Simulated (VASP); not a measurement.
A run of VASP 6.6.1:

Contents of INCAR:

```
SYSTEM = Sn
  ALGO = Normal
  EDIFF = 1E-7
  ENCUT = 520
  GGA = PS
  ISIF = 2
  ISMEAR = -1
  LASPH = .TRUE.
  LCHARG = .FALSE.
  LREAL = Auto
  LWAVE = .FALSE.
  NBANDS = 126
  NELM = 80
  PREC = Accurate
  SIGMA = 0.1723
```

The input KPOINTS:

```
Automatic mesh
0
Gamma
  2 2 2
  0.5 0.5 0.5
```

File POSCAR:

```
Sn
1.0
   -6.7934008511     -6.7934008511      0.0000000000
    0.0000000000     -6.7934008511      6.7934008511
   -6.7934008511      0.0000000000      6.7934008511
Sn
16
Direct
    0.7580603755      0.2529364949      0.2632107304
    0.2584766509      0.2791864549      0.1979492348
    0.7494358292      0.7760086760      0.2730611723
    0.3348898512      0.7485549744      0.1437021046
    0.7255523571      0.2435853612      0.7430556669
    0.2116130097      0.2836655811      0.7556749723
    0.7711895139      0.7961736130      0.6978559935
    0.2626108836      0.7521090117      0.7528357464
    0.3880830909      0.3947477940      0.3246518273
    0.8991220500      0.3808233250      0.3495264820
    0.3594061433      0.8670509998      0.3882155724
    0.9896659490      0.8134023917      0.3422616376
    0.3901994094      0.3779983040      0.8417426154
    0.8231884328      0.3841099704      0.8557659304
    0.4281005293      0.9284911399      0.8064733143
    0.8082102205      0.8505757465      0.9550968863
```

Potentials or basis: VASP PAW PBE potentials, release 64 (Sn_d).

Launch:

```console
$ cat potpaw_PBE.64/Sn_d/POTCAR > POTCAR
$ mpirun -np 1 vasp_std > vasp.out
```

Hardware: 1 thread of Oxide Virtual Turin-like Processor (shared host).

Task: How long does it take, and how much memory?

Result: Wall time 57 min on 1 thread of Oxide Virtual Turin-like Processor, with other jobs on the host, peak memory 1.1 GiB. Counts: scf iterations 16, k points 16.
